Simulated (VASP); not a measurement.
A run of VASP 6.6.1:

INCAR

```
PREC = Accurate ; ENCUT = 520
EDIFF = 1E-6 ; ISMEAR = 0
SIGMA = 0.15 ; LREAL = False
LASPH = True ; NELM = 150
ALGO = Normal ; ISIF = 2
LWAVE = False ; LCHARG = False
ISPIN = 2 ; MAGMOM = 7 7 0 0
LORBIT = 11 ; LMAXMIX = 6
GGA = PE ; NBANDS = 35
```

KPOINTS

```
Automatic mesh
0
Gamma
  5 5 3
```

File POSCAR:

```
GdN
1.0
    3.4410879686      0.0000000028      0.0000000000
   -1.7205439867      2.9800695961      0.0000000000
    0.0000000000      0.0000000000      5.9600152660
Gd N
2 2
Direct
    0.6666666667      0.3333333333      0.7499835204
    0.3333333333      0.6666666667      0.2500164796
    0.0000000000      0.0000000000      0.0000000000
    0.0000000000      0.0000000000      0.5000000000
```

Potentials or basis: VASP PAW PBE potentials, release 64 (Gd, N).

Run with:

```bash
$ cat potpaw_PBE.64/Gd/POTCAR potpaw_PBE.64/N/POTCAR > POTCAR
$ mpirun -np 1 vasp_std > vasp.out
```

Hardware: 1 thread of Intel(R) Xeon(R) Platinum 8259CL CPU @ 2.50GHz (Skylake/Cascade Lake), with other jobs on the host.

Q: Estimate the wall time of this run.

A: Wall time 9.6 min on 1 thread of Intel(R) Xeon(R) Platinum 8259CL CPU @ 2.50GHz (Skylake/Cascade Lake), on a shared host, peak memory 0.25 GiB. Counts: scf iterations 101, k points 12.
